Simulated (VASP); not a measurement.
# K3Ge (Fm-3m) in VASP: single point with PBE

Aim: the single point of K3Ge with PBE.

All numbers are computed with VASP 6.6.1; they aren't measurements. Logs are shortened: lines on timing, memory, paths and dates and some standing lists are left out, and cuts for length are marked.

## (1) The cell of the first run

The structure is cubic, space group Fm-3m (No. 225). The conventional cell has a = 8.622 Å, b = 8.622 Å, c = 8.622 Å, α = 90.00°, β = 90.00°, γ = 90.00°. Within 4.9 Å of K (site symmetry -43m) lie 10 K at 3.73 to 4.31 Å and 4 Ge at 3.73 Å. Within 4.9 Å of K (site symmetry m-3m) lie 8 K at 3.73 Å and 6 Ge at 4.31 Å. Within 4.9 Å of Ge (site symmetry m-3m) lie 14 K at 3.73 to 4.31 Å.

## (2) Single point, PBE

File INCAR:

```
SYSTEM = K3Ge
ALGO = Normal ; EDIFF = 1E-6
ENCUT = 520 ; GGA = PE
ISIF = 2 ; ISMEAR = 1
LASPH = .True. ; LCHARG = .False.
LREAL = .False. ; LWAVE = .False.
NBANDS = 28 ; NELM = 100
PREC = Accurate ; SIGMA = 0.15
```

File KPOINTS:

```
k-points
0
Gamma
  5 5 5
  0 0 0
```

File POSCAR:

```
K3Ge
1.0
    0.0000000000      4.3110110000      4.3110110000
    4.3110110000      0.0000000000      4.3110110000
    4.3110110000      4.3110110000      0.0000000000
K Ge
3 1
Direct
    0.2500000000      0.2500000000      0.2500000000
    0.7500000000      0.7500000000      0.7500000000
    0.5000000000      0.5000000000      0.5000000000
    0.0000000000      0.0000000000      0.0000000000
```

Potentials or basis: VASP PAW PBE potentials, release 64 (K_sv, Ge_d).

On the command line:

```sh
cat potpaw_PBE.64/K_sv/POTCAR potpaw_PBE.64/Ge_d/POTCAR > POTCAR
mpirun -np 1 vasp_std > vasp.out
```

OUTCAR:

```text
SYSTEM = K3Ge
   EDIFF = 1E-6
   ENCUT = 520
   GGA = PE
   ISIF = 2
   ISMEAR = 1
   LASPH = .True.
   LREAL = .False.
   NELM = 100
   PREC = Accurate

 ion  position               nearest neighbor table
   1  0.250  0.250  0.250-   3 3.73   3 3.73   3 3.73   3 3.73
   2  0.750  0.750  0.750-   3 3.73   3 3.73   3 3.73   3 3.73
   3  0.500  0.500  0.500-   1 3.73   1 3.73   1 3.73   2 3.73   2 3.73   2 3.73   2 3.73   1 3.73

   4  0.000  0.000  0.000-

  LATTYP: Found a face centered cubic cell.
 ALAT       =     8.6220220000

  Lattice vectors:

 A1 = (   0.0000000000,   4.3110110000,   4.3110110000)
 A2 = (   4.3110110000,   0.0000000000,   4.3110110000)
 A3 = (   4.3110110000,   4.3110110000,   0.0000000000)

Analysis of symmetry for initial positions (statically):
=====================================================================
 Subroutine PRICEL returns:
 Original cell was already a primitive cell.

 Routine SETGRP: Setting up the symmetry group for a
 face centered cubic supercell.

 Subroutine GETGRP returns: Found 48 space group operations
 (whereof 48 operations were pure point group operations)
 out of a pool of 48 trial point group operations.

The static configuration has the point symmetry O_h .

Analysis of symmetry for dynamics (positions and initial velocities):
=====================================================================
 Subroutine PRICEL returns:
 Original cell was already a primitive cell.

 Routine SETGRP: Setting up the symmetry group for a
 face centered cubic supercell.

 Subroutine GETGRP returns: Found 48 space group operations
 (whereof 48 operations were pure point group operations)
 out of a pool of 48 trial point group operations.

The dynamic configuration has the point symmetry O_h .

 Subroutine INISYM returns: Found 48 space group operations
 (whereof 48 operations are pure point group operations),
 and found     1 'primitive' translations

----------------------------------------------------------------------------------------

                                     Primitive cell

  volume of cell :     160.2387

  direct lattice vectors                    reciprocal lattice vectors
     0.000000000  4.311011000  4.311011000    -0.115982075  0.115982075  0.115982075
     4.311011000  0.000000000  4.311011000     0.115982075 -0.115982075  0.115982075
     4.311011000  4.311011000  0.000000000     0.115982075  0.115982075 -0.115982075

  length of vectors
     6.096690224  6.096690224  6.096690224     0.200886846  0.200886846  0.200886846

  position of ions in fractional coordinates (direct lattice)
     0.250000000  0.250000000  0.250000000
     0.750000000  0.750000000  0.750000000
     0.500000000  0.500000000  0.500000000
     0.000000000  0.000000000  0.000000000

  ion indices of the primitive-cell ions
   primitive index   ion index
                 1           1
                 2           2
                 3           3
                 4           4

----------------------------------------------------------------------------------------

 KPOINTS: k-points

Automatic generation of k-mesh.
 Grid dimensions read from file:
 generate k-points for:    5    5    5

 Generating k-lattice:

  Cartesian coordinates                     Fractional coordinates (reciprocal lattice)
    -0.023196415  0.023196415  0.023196415     0.200000000  0.000000000  0.000000000
     0.023196415 -0.023196415  0.023196415     0.000000000  0.200000000  0.000000000
     0.023196415  0.023196415 -0.023196415     0.000000000  0.000000000  0.200000000

  Length of vectors
     0.040177369  0.040177369  0.040177369

  Shift w.r.t. Gamma in fractional coordinates (k-lattice)
     0.000000000  0.000000000  0.000000000

 Subroutine IBZKPT returns following result:
 ===========================================

 Found     10 irreducible k-points:

 Following reciprocal coordinates:
            Coordinates               Weight
  0.000000  0.000000  0.000000      1.000000
  0.200000  0.000000  0.000000      8.000000
  0.400000  0.000000  0.000000      8.000000
  0.200000  0.200000  0.000000      6.000000
  0.400000  0.200000  0.000000     24.000000
 -0.400000  0.200000  0.000000     24.000000
 -0.200000  0.200000  0.000000     12.000000
  0.400000  0.400000  0.000000      6.000000
 -0.400000  0.400000  0.000000     12.000000
 -0.400000  0.400000  0.200000     24.000000
   k-points           NKPTS =     10   k-points in BZ     NKDIM =     10   number of bands    NBANDS=     28
   number of dos      NEDOS =    301   number of ions     NIONS =      4
   total plane-waves  NPLWV = 110592
   dimension x,y,z NGX =    48 NGY =   48 NGZ =   48
   dimension x,y,z NGXF=    96 NGYF=   96 NGZF=   96
   ions per type =               3   1
   NGX,Y,Z   is equivalent  to a cutoff of  13.09, 13.09, 13.09 a.u.
   NGXF,Y,Z  is equivalent  to a cutoff of  26.18, 26.18, 26.18 a.u.
 SYSTEM =  K3Ge
   PREC   = accura    normal or accurate (medium, high low for compatibility)
   ISTART =      0    job   : 0-new  1-cont  2-samecut
   ICHARG =      2    charge: 1-file 2-atom 10-const
   ISPIN  =      1    spin polarized calculation?
   LNONCOLLINEAR =      F non collinear calculations
   LSORBIT =      F    spin-orbit coupling
   LASPH  =      T    aspherical Exc in radial PAW
   ENCUT  =  520.0 eV  38.22 Ry    6.18 a.u.  11.34 11.34 11.34*2*pi/ulx,y,z
   NELM   =    100;   NELMIN=  2; NELMDL= -5     # of ELM steps
   EDIFF  = 0.1E-05   stopping-criterion for ELM
   LREAL  =      F    real-space projection
   EDIFFG = 0.1E-04   stopping-criterion for IOM
   NSW    =      0    number of steps for IOM
   IBRION =     -1    ionic relax: 0-MD 1-quasi-New 2-CG
   NFREE  =      0    steps in history (QN), initial steepest desc. (CG)
   ISIF   =      2    stress and relaxation
   ISYM   =      2    0-nonsym 1-usesym 2-fastsym
   POTIM  = 0.5000    time-step for ionic-motion
   TEBEG  =    0.0;   TEEND  =   0.0 temperature during run
   PSTRESS=    0.0 pullay stress
   NELECT =      41.0000    total number of electrons
   NUPDOWN=      -1.0000    fix difference up-down
   EMIN   =  10.00;   EMAX   =-10.00  energy-range for DOS
   EFERMI =   0.00;   METHOD = LEGACY
   ISMEAR =     1;   SIGMA  =   0.15  broadening in eV -4-tet -1-fermi 0-gaus
   EFERMI_NEDOS =   21; number of points for ismear=-14 and -15
   IALGO  =     38    algorithm
   IMIX   =      4    mixing-type and parameters
     AMIX     =   0.40;   BMIX     =  1.00
     AMIX_MAG =   1.60;   BMIX_MAG =  1.00
  volume/ion in A,a.u.               =      40.06       270.34
  Fermi-wavevector in a.u.,A,eV,Ry     =   1.039315  1.964020 14.696668  1.080175
  Thomas-Fermi vector in A             =   2.173839
   LORBIT       =      0    0 simple, 1 ext, 2 COOP (PROOUT), +10 PAW based schemes
   GGA     = PE    functional components
   LHFCALC =     F    Hartree Fock is set to
   AEXX    =    0.0000 exact exchange contribution
   IVDW    =     0    specifies the selected vdW correction
   LEPSILON=     F    determine dielectric tensor
   LRPA    =     F    only Hartree local field effects (RPA)
 non-spin polarized calculation
 Methfessel and Paxton  Order N= 1 SIGMA  =   0.15
  energy-cutoff  :      520.00
  volume of cell :      160.24
 maximum number of plane-waves:      4339
 NGX is ok and might be reduce to    48
   NGX = 23   NGY = 23   NGZ = 23

 number of electron      41.0000012 magnetization

 Free energy of the ion-electron system (eV)
  ---------------------------------------------------
  ext. energy  EPLUGINS =         0.00000000
  ---------------------------------------------------
  free energy    TOTEN  =        -7.09067299 eV

  energy without entropy =       -7.05990689  energy(sigma->0) =       -7.08041763

 E-fermi :   0.8912     XC(G=0):  -7.3975

 val. band max:        0.8893121044   @ k =   0.4000   0.2000   0.0000
 cond. band min:       0.9368146755   @ k =   0.2000   0.0000   0.0000
 fundamental gap:      0.0475025711
 Fermi energy:         0.8912398816

 k-point     1 :       0.0000    0.0000    0.0000
  band No.  band energies     occupation
      1     -31.0487      2.00000
      2     -30.2340      2.00000
      3     -30.2223      2.00000
      4     -22.7097      2.00000
      5     -22.7097      2.00000
      6     -22.7097      2.00000
[... 20 lines left out ...]
     27       4.0749      0.00000
     28       5.7979      0.00000

 k-point     2 :       0.2000    0.0000    0.0000
  band No.  band energies     occupation
      1     -31.0484      2.00000
      2     -30.2331      2.00000
      3     -30.2236      2.00000
      4     -22.7097      2.00000
      5     -22.7097      2.00000
      6     -22.7097      2.00000
[... 20 lines left out ...]
     27       4.1797      0.00000
     28       5.0779      0.00000

 k-point     3 :       0.4000    0.0000    0.0000
  band No.  band energies     occupation
      1     -31.0478      2.00000
      2     -30.2305      2.00000
      3     -30.2268      2.00000
      4     -22.7097      2.00000
      5     -22.7097      2.00000
      6     -22.7097      2.00000
[... 20 lines left out ...]
     27       4.4652      0.00000
     28       4.6926      0.00000

 k-point     4 :       0.2000    0.2000    0.0000
  band No.  band energies     occupation
      1     -31.0483      2.00000
      2     -30.2330      2.00000
      3     -30.2238      2.00000
      4     -22.7097      2.00000
      5     -22.7097      2.00000
      6     -22.7097      2.00000
[... 144 lines left out ...]
     27       4.9930      0.00000
     28       5.4409      0.00000

 k-point     9 :      -0.4000    0.4000    0.0000
  band No.  band energies     occupation
      1     -31.0474      2.00000
      2     -30.2302      2.00000
      3     -30.2275      2.00000
      4     -22.7097      2.00000
      5     -22.7097      2.00000
      6     -22.7097      2.00000
[... 20 lines left out ...]
     27       5.1146      0.00000
     28       5.2430      0.00000

 k-point    10 :      -0.4000    0.4000    0.2000
  band No.  band energies     occupation
      1     -31.0474      2.00000
      2     -30.2299      2.00000
      3     -30.2278      2.00000
      4     -22.7097      2.00000
      5     -22.7097      2.00000
      6     -22.7097      2.00000
[... 20 lines left out ...]
     27       4.9317      0.00000
     28       5.2258      0.00000

------------------------ aborting loop because EDIFF is reached ----------------------------------------

  FORCE on cell =-STRESS in cart. coord.  units (eV):
  Direction    XX          YY          ZZ          XY          YZ          ZX
  --------------------------------------------------------------------------------------
  -------------------------------------------------------------------------------------
  Total        0.0420311      0.0420311      0.0420311      0.0000000     -0.0000000     -0.0000000
  in kB        0.4202563      0.4202563      0.4202563      0.0000000     -0.0000000     -0.0000000
  external PRESSURE =       0.4202563 kB  Pullay stress =       0.0000000 kB

 VOLUME and BASIS-vectors are now :
 -----------------------------------------------------------------------------
  energy-cutoff  :      520.00
  volume of cell :      160.24
      direct lattice vectors                 reciprocal lattice vectors
     0.000000000  4.311011000  4.311011000    -0.115982075  0.115982075  0.115982075
     4.311011000  0.000000000  4.311011000     0.115982075 -0.115982075  0.115982075
     4.311011000  4.311011000  0.000000000     0.115982075  0.115982075 -0.115982075

 POSITION                                       TOTAL-FORCE (eV/Angst)
 -----------------------------------------------------------------------------------
      2.15551      2.15551      2.15551        -0.000000      0.000000     -0.000000
      6.46652      6.46652      6.46652         0.000000      0.000000      0.000000
      4.31101      4.31101      4.31101         0.000000     -0.000000      0.000000
      0.00000      0.00000      0.00000         0.000000     -0.000000      0.000000
 -----------------------------------------------------------------------------------
    total drift:                               -0.000000     -0.000000     -0.000000

  FREE ENERGIE OF THE ION-ELECTRON SYSTEM (eV)
  ---------------------------------------------------
  free  energy   TOTEN  =        -7.0906729948 eV

  energy  without entropy=       -7.0599068930  energy(sigma->0) =       -7.08041763
```

Wall time 61 s (1 thread of Intel Xeon 6975P-C, shared host); peak memory 0.32 GiB.

Results:

```
Free energy : -7.0907 eV
Pressure    : 0.0 GPa
```

Levels at points of the mesh, in eV from the Fermi level:
```
           k point  band 18  band 19  band 20  band 21  band 22  band 23  band 24  band 25
(0.00, 0.00, 0.00)    -6.91    -0.01     0.09     0.09     0.09     2.49     2.49     3.18
```
